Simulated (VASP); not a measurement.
# Te (P3_121) in VASP: further runs

Te is run at these levels: LDA; tasks: single point, relaxation of cell and atoms.

Program: VASP 6.6.1. These are calculated values, not measurements. Logs are shortened: lines on timing, memory, paths and dates and some standing lists are left out, and cuts for length are marked.

## 1. The cell of the first run

It takes space group P3_121 (No. 152, trigonal). Conventional cell: a = 4.282 Å, b = 4.282 Å, c = 5.919 Å, α = 90.00°, β = 90.00°, γ = 120.00°. Te (site symmetry 2) has 6 Te at 2.90 to 3.31 Å within 3.8 Å.

## 2. Single point, LDA

INCAR reads:

```
ALGO = Normal ; EDIFF = 1E-6
ENCUT = 520 ; ISIF = 2
ISMEAR = 0 ; LASPH = T
LCHARG = F ; LREAL = F
LWAVE = F ; NBANDS = 16
NELM = 60 ; PREC = Accurate
SIGMA = 0.05
```

KPOINTS reads:

```
k-points
0
Gamma
  10 10 8
```

POSCAR reads:

```
Te
1.0
    4.2819398055      0.0000000000      0.0000000000
   -2.1409699028      3.7082686491      0.0000000000
    0.0000000000      0.0000000000      5.9187574328
Te
3
Direct
    0.2864487011      0.0000000000      0.8333333333
    0.0000000000      0.2864487011      0.1666666667
    0.7135512989      0.7135512989      0.5000000000
```

Potentials or basis: VASP PAW LDA potentials, release 64 (Te).

On the command line:

```
cat potpaw_LDA.64/Te/POTCAR > POTCAR
mpirun -np 1 vasp_std > vasp.out
```

OUTCAR:

```text
EDIFF = 1E-6
   ENCUT = 520
   ISIF = 2
   ISMEAR = 0
   LASPH = T
   LREAL = F
   NELM = 60
   PREC = Accurate

 ion  position               nearest neighbor table
   1  0.286  0.000  0.833-   3 2.90   2 2.90   3 3.31   3 3.31   2 3.31   2 3.31
   2  0.000  0.286  0.167-   3 2.90   1 2.90   3 3.31   3 3.31   1 3.31   1 3.31
   3  0.714  0.714  0.500-   1 2.90   2 2.90   2 3.31   1 3.31   2 3.31   1 3.31

  LATTYP: Found a hexagonal cell.
 ALAT       =     4.2819398055
 C/A-ratio  =     1.3822607747

  Lattice vectors:

 A1 = (   4.2819398055,   0.0000000000,   0.0000000000)
 A2 = (  -2.1409699028,   3.7082686491,   0.0000000000)
 A3 = (   0.0000000000,   0.0000000000,   5.9187574328)

Analysis of symmetry for initial positions (statically):
=====================================================================
 Subroutine PRICEL returns:
 Original cell was already a primitive cell.

 Routine SETGRP: Setting up the symmetry group for a
 hexagonal supercell.

 Subroutine GETGRP returns: Found  6 space group operations
 (whereof  2 operations were pure point group operations)
 out of a pool of 24 trial point group operations.

The static configuration has the point symmetry C_2 .
 The point group associated with its full space group is D_3 .

Analysis of symmetry for dynamics (positions and initial velocities):
=====================================================================
 Subroutine PRICEL returns:
 Original cell was already a primitive cell.

 Routine SETGRP: Setting up the symmetry group for a
 hexagonal supercell.

 Subroutine GETGRP returns: Found  6 space group operations
 (whereof  2 operations were pure point group operations)
 out of a pool of 24 trial point group operations.

The dynamic configuration has the point symmetry C_2 .
 The point group associated with its full space group is D_3 .

 Subroutine INISYM returns: Found  6 space group operations
 (whereof  2 operations are pure point group operations),
 and found     1 'primitive' translations

----------------------------------------------------------------------------------------

                                     Primitive cell

  volume of cell :      93.9815

  direct lattice vectors                    reciprocal lattice vectors
     4.281939806  0.000000000  0.000000000     0.233539014  0.134833813  0.000000000
    -2.140969903  3.708268649  0.000000000     0.000000000  0.269667625  0.000000000
     0.000000000  0.000000000  5.918757433     0.000000000  0.000000000  0.168954381

  length of vectors
     4.281939806  4.281939806  5.918757433     0.269667625  0.269667625  0.168954381

  position of ions in fractional coordinates (direct lattice)
     0.286448701  0.000000000  0.833333333
     0.000000000  0.286448701  0.166666667
     0.713551299  0.713551299  0.500000000

  ion indices of the primitive-cell ions
   primitive index   ion index
                 1           1
                 2           2
                 3           3

----------------------------------------------------------------------------------------

 KPOINTS: k-points

Automatic generation of k-mesh.
 Grid dimensions read from file:
 generate k-points for:   10   10    8

 Generating k-lattice:

  Cartesian coordinates                     Fractional coordinates (reciprocal lattice)
     0.023353901  0.013483381  0.000000000     0.100000000  0.000000000  0.000000000
     0.000000000  0.026966763  0.000000000     0.000000000  0.100000000  0.000000000
     0.000000000  0.000000000  0.021119298     0.000000000  0.000000000  0.125000000

  Length of vectors
     0.026966763  0.026966763  0.021119298

  Shift w.r.t. Gamma in fractional coordinates (k-lattice)
     0.000000000  0.000000000  0.000000000

 Subroutine IBZKPT returns following result:
 ===========================================

 Found     94 irreducible k-points:

 Following reciprocal coordinates:
            Coordinates               Weight
  0.000000  0.000000  0.000000      1.000000
  0.100000  0.000000  0.000000      6.000000
  0.200000  0.000000  0.000000      6.000000
  0.300000  0.000000  0.000000      6.000000
  0.400000  0.000000  0.000000      6.000000
  0.500000 -0.000000  0.000000      3.000000
[... 16 lines left out ...]
  0.000000  0.400000  0.125000      6.000000
  0.500000 -0.000000  0.125000      6.000000
 [... further k-points ...]
   k-points           NKPTS =     94   k-points in BZ     NKDIM =     94   number of bands    NBANDS=     16
   number of dos      NEDOS =    301   number of ions     NIONS =      3
   total plane-waves  NPLWV =  49152
   dimension x,y,z NGX =    32 NGY =   32 NGZ =   48
   dimension x,y,z NGXF=    64 NGYF=   64 NGZF=   96
   ions per type =               3
   NGX,Y,Z   is equivalent  to a cutoff of  12.42, 12.42, 13.48 a.u.
   NGXF,Y,Z  is equivalent  to a cutoff of  24.85, 24.85, 26.96 a.u.
 SYSTEM =  unknown system
   PREC   = accura    normal or accurate (medium, high low for compatibility)
   ISTART =      0    job   : 0-new  1-cont  2-samecut
   ICHARG =      2    charge: 1-file 2-atom 10-const
   ISPIN  =      1    spin polarized calculation?
   LNONCOLLINEAR =      F non collinear calculations
   LSORBIT =      F    spin-orbit coupling
   LASPH  =      T    aspherical Exc in radial PAW
   ENCUT  =  520.0 eV  38.22 Ry    6.18 a.u.   7.96  7.96 11.00*2*pi/ulx,y,z
   NELM   =     60;   NELMIN=  2; NELMDL= -5     # of ELM steps
   EDIFF  = 0.1E-05   stopping-criterion for ELM
   LREAL  =      F    real-space projection
   EDIFFG = 0.1E-04   stopping-criterion for IOM
   NSW    =      0    number of steps for IOM
   IBRION =     -1    ionic relax: 0-MD 1-quasi-New 2-CG
   NFREE  =      0    steps in history (QN), initial steepest desc. (CG)
   ISIF   =      2    stress and relaxation
   ISYM   =      2    0-nonsym 1-usesym 2-fastsym
   POTIM  = 0.5000    time-step for ionic-motion
   TEBEG  =    0.0;   TEEND  =   0.0 temperature during run
   PSTRESS=    0.0 pullay stress
   NELECT =      18.0000    total number of electrons
   NUPDOWN=      -1.0000    fix difference up-down
   EMIN   =  10.00;   EMAX   =-10.00  energy-range for DOS
   EFERMI =   0.00;   METHOD = LEGACY
   ISMEAR =     0;   SIGMA  =   0.05  broadening in eV -4-tet -1-fermi 0-gaus
   EFERMI_NEDOS =   21; number of points for ismear=-14 and -15
   IALGO  =     38    algorithm
   IMIX   =      4    mixing-type and parameters
     AMIX     =   0.40;   BMIX     =  1.00
     AMIX_MAG =   1.60;   BMIX_MAG =  1.00
  volume/ion in A,a.u.               =      31.33       211.41
  Fermi-wavevector in a.u.,A,eV,Ry     =   0.943666  1.783270 12.116059  0.890505
  Thomas-Fermi vector in A             =   2.071395
   LORBIT       =      0    0 simple, 1 ext, 2 COOP (PROOUT), +10 PAW based schemes
   GGA     = CA    functional components
   LHFCALC =     F    Hartree Fock is set to
   AEXX    =    0.0000 exact exchange contribution
   IVDW    =     0    specifies the selected vdW correction
   LEPSILON=     F    determine dielectric tensor
   LRPA    =     F    only Hartree local field effects (RPA)
 non-spin polarized calculation
 Gauss-broadening in eV      SIGMA  =   0.05
  energy-cutoff  :      520.00
  volume of cell :       93.98
 maximum number of plane-waves:      2554
   NGX = 15   NGY = 15   NGZ = 23

 number of electron      17.9999999 magnetization

 Free energy of the ion-electron system (eV)
  ---------------------------------------------------
  ext. energy  EPLUGINS =         0.00000000
  ---------------------------------------------------
  free energy    TOTEN  =       -11.41237706 eV

  energy without entropy =      -11.41237701  energy(sigma->0) =      -11.41237703

 E-fermi :   6.9270     XC(G=0):  -9.6657

 val. band max:        6.7769352840   @ k =   0.3000   0.3000   0.5000
 cond. band min:       7.0621923563   @ k =   0.0000   0.0000   0.5000
 fundamental gap:      0.2852570722
 Fermi energy:         6.9269907159

 k-point     1 :       0.0000    0.0000    0.0000
  band No.  band energies     occupation
      1      -7.2260      2.00000
      2      -3.7562      2.00000
      3      -3.7562      2.00000
      4       3.8780      2.00000
      5       4.2562      2.00000
      6       4.2562      2.00000
[... 8 lines left out ...]
     15      12.9320      0.00000
     16      12.9320      0.00000

 k-point     2 :       0.1000    0.0000    0.0000
  band No.  band energies     occupation
      1      -7.1428      2.00000
      2      -3.7612      2.00000
      3      -3.7272      2.00000
      4       3.1413      2.00000
      5       3.7175      2.00000
      6       3.9271      2.00000
[... 8 lines left out ...]
     15      12.8335      0.00000
     16      13.0907      0.00000

 k-point     3 :       0.2000    0.0000    0.0000
  band No.  band energies     occupation
      1      -6.8987      2.00000
      2      -3.8227      2.00000
      3      -3.6440      2.00000
      4       2.1897      2.00000
      5       3.0243      2.00000
      6       3.4648      2.00000
[... 8 lines left out ...]
     15      12.9732      0.00000
     16      13.7073      0.00000

 k-point     4 :       0.3000    0.0000    0.0000
  band No.  band energies     occupation
      1      -6.5156      2.00000
      2      -4.0378      2.00000
      3      -3.5269      2.00000
      4       1.6505      2.00000
      5       2.4380      2.00000
      6       3.0705      2.00000
[... 8 lines left out ...]
     15      13.6277      0.00000
     16      14.5523      0.00000

 k-point     5 :       0.4000    0.0000    0.0000
  band No.  band energies     occupation
      1      -6.0572      2.00000
      2      -4.4197      2.00000
      3      -3.4203      2.00000
      4       1.5832      2.00000
      5       2.0882      2.00000
      6       2.8145      2.00000
[... 8 lines left out ...]
     15      14.7515      0.00000
     16      15.3888      0.00000

 k-point     6 :       0.5000   -0.0000    0.0000
  band No.  band energies     occupation
      1      -5.7761      2.00000
      2      -4.6868      2.00000
      3      -3.3766      2.00000
      4       1.6422      2.00000
      5       2.1028      2.00000
      6       2.7187      2.00000
[... 8 lines left out ...]
     15      15.6355      0.00000
     16      16.0835      0.00000

 k-point     7 :       0.1000    0.1000    0.0000
  band No.  band energies     occupation
      1      -6.9790      2.00000
      2      -3.7784      2.00000
      3      -3.6877      2.00000
      4       2.5170      2.00000
      5       2.8549      2.00000
      6       4.0514      2.00000
[... 8 lines left out ...]
     15      13.1506      0.00000
     16      13.4790      0.00000

 k-point     8 :       0.2000    0.1000    0.0000
  band No.  band energies     occupation
      1      -6.6642      2.00000
      2      -3.8880      2.00000
      3      -3.6232      2.00000
      4       1.8721      2.00000
      5       2.3163      2.00000
      6       3.6504      2.00000
[... 8 lines left out ...]
     15      13.7348      0.00000
     16      14.0778      0.00000

 k-point     9 :       0.3000    0.1000    0.0000
  band No.  band energies     occupation
      1      -6.2353      2.00000
      2      -4.1824      2.00000
      3      -3.5440      2.00000
      4       1.6128      2.00000
      5       2.0526      2.00000
      6       3.1329      2.00000
[... 8 lines left out ...]
     15      14.6445      0.00000
     16      15.0089      0.00000
[... 172 lines left out ...]
 k-point    19 :       0.0000    0.2000    0.1250
  band No.  band energies     occupation
      1      -6.8402      2.00000
      2      -4.4246      2.00000
      3      -3.0267      2.00000
      4       2.1928      2.00000
      5       2.7309      2.00000
      6       3.4850      2.00000
[... 8 lines left out ...]
     15      13.2358      0.00000
     16      13.6744      0.00000

 k-point    20 :       0.3000    0.0000    0.1250
  band No.  band energies     occupation
      1      -6.4727      2.00000
      2      -4.1927      2.00000
      3      -3.4862      2.00000
      4       2.0103      2.00000
      5       2.7913      2.00000
      6       3.1337      2.00000
[... 8 lines left out ...]
     15      13.4703      0.00000
     16      13.5128      0.00000

 k-point    21 :       0.0000    0.3000    0.1250
  band No.  band energies     occupation
      1      -6.4544      2.00000
      2      -4.4511      2.00000
      3      -3.1007      2.00000
      4       1.4532      2.00000
      5       2.1995      2.00000
      6       3.1110      2.00000
[... 8 lines left out ...]
     15      13.8975      0.00000
     16      14.6820      0.00000

 k-point    22 :       0.4000    0.0000    0.1250
  band No.  band energies     occupation
      1      -6.0318      2.00000
      2      -4.3395      2.00000
      3      -3.6176      2.00000
      4       1.9201      2.00000
      5       2.2542      2.00000
      6       2.9351      2.00000
[... 8 lines left out ...]
     15      14.3065      0.00000
     16      14.7114      0.00000

 k-point    23 :       0.0000    0.4000    0.1250
  band No.  band energies     occupation
      1      -5.9933      2.00000
      2      -4.6251      2.00000
      3      -3.2329      2.00000
      4       1.2495      2.00000
      5       1.8892      2.00000
      6       2.8768      2.00000
[... 8 lines left out ...]
     15      14.9167      0.00000
     16      15.1648      0.00000

 k-point    24 :       0.5000   -0.0000    0.1250
  band No.  band energies     occupation
      1      -5.7409      2.00000
      2      -4.7010      2.00000
      3      -3.4278      2.00000
      4       1.5810      2.00000
      5       1.8293      2.00000
      6       2.8145      2.00000
[... 8 lines left out ...]
     15      15.3033      0.00000
     16      15.9268      0.00000

 [... further k-points ...]

------------------------ aborting loop because EDIFF is reached ----------------------------------------

  FORCE on cell =-STRESS in cart. coord.  units (eV):
  Direction    XX          YY          ZZ          XY          YZ          ZX
  --------------------------------------------------------------------------------------
  -------------------------------------------------------------------------------------
  Total        0.0406844      0.0406844      0.1232311     -0.0000000      0.0000000      0.0000000
  in kB        0.6935801      0.6935801      2.1008194     -0.0000000      0.0000000      0.0000000
  external PRESSURE =       1.1626599 kB  Pullay stress =       0.0000000 kB

 VOLUME and BASIS-vectors are now :
 -----------------------------------------------------------------------------
  energy-cutoff  :      520.00
  volume of cell :       93.98
      direct lattice vectors                 reciprocal lattice vectors
     4.281939806  0.000000000  0.000000000     0.233539014  0.134833813  0.000000000
    -2.140969903  3.708268649  0.000000000     0.000000000  0.269667625  0.000000000
     0.000000000  0.000000000  5.918757433     0.000000000  0.000000000  0.168954381

 POSITION                                       TOTAL-FORCE (eV/Angst)
 -----------------------------------------------------------------------------------
      1.22656      0.00000      4.93230         0.022329      0.000000      0.000000
     -0.61328      1.06223      0.98646        -0.011165      0.019337      0.000000
      1.52769      2.64604      2.95938        -0.011165     -0.019337      0.000000
 -----------------------------------------------------------------------------------
    total drift:                               -0.000000     -0.000000     -0.000000

  FREE ENERGIE OF THE ION-ELECTRON SYSTEM (eV)
  ---------------------------------------------------
  free  energy   TOTEN  =       -11.4123770555 eV

  energy  without entropy=      -11.4123770059  energy(sigma->0) =      -11.41237703
```

Wall time 37 s (1 thread of Intel Xeon 6975P-C (Granite Rapids), shared host); peak memory 0.24 GiB.

Results:

* Free energy: -11.4124 eV
* Pressure: 0.1 GPa
* Largest force: 0.022 eV/Å
* Band gap on the k mesh: 0.29 eV (least direct gap 0.41 eV)

Forces on the atoms (eV/Å):
```
Te   0.022  0.000  0.000
Te  -0.011  0.019  0.000
Te  -0.011 -0.019  0.000
```

Stress tensor (GPa, compression positive):
```
0.07 0.00 0.00
0.00 0.07 0.00
0.00 0.00 0.21
```

Levels at points of the mesh, in eV from the valence-band top:
| k point | band 5 | band 6 | band 7 | band 8 | band 9 | band 10 | band 11 | band 12 | band 13 | band 14 |
| --- | --- | --- | --- | --- | --- | --- | --- | --- | --- | --- |
| (0.00, 0.00, 0.00) | -2.52 | -2.52 | -1.74 | -1.74 | -1.12 | 1.09 | 1.09 | 1.77 | 4.86 | 4.86 |
| (0.50, 0.00, 0.00) | -4.67 | -4.06 | -3.91 | -0.75 | -0.62 | 0.60 | 0.63 | 2.40 | 3.94 | 7.85 |
| (0.00, 0.00, 0.50) | -2.63 | -2.63 | -1.20 | -0.76 | -0.76 | 0.29 | 0.36 | 0.36 | 3.67 | 5.07 |
| (0.50, 0.00, 0.50) | -3.66 | -3.63 | -2.77 | -2.51 | -0.23 | 0.40 | 2.14 | 2.77 | 4.25 | 4.71 |

Caveat: spin-orbit coupling is left out, which moves the levels of the heavy elements. A k mesh can miss the band edges.

[end of part 1 of 2]
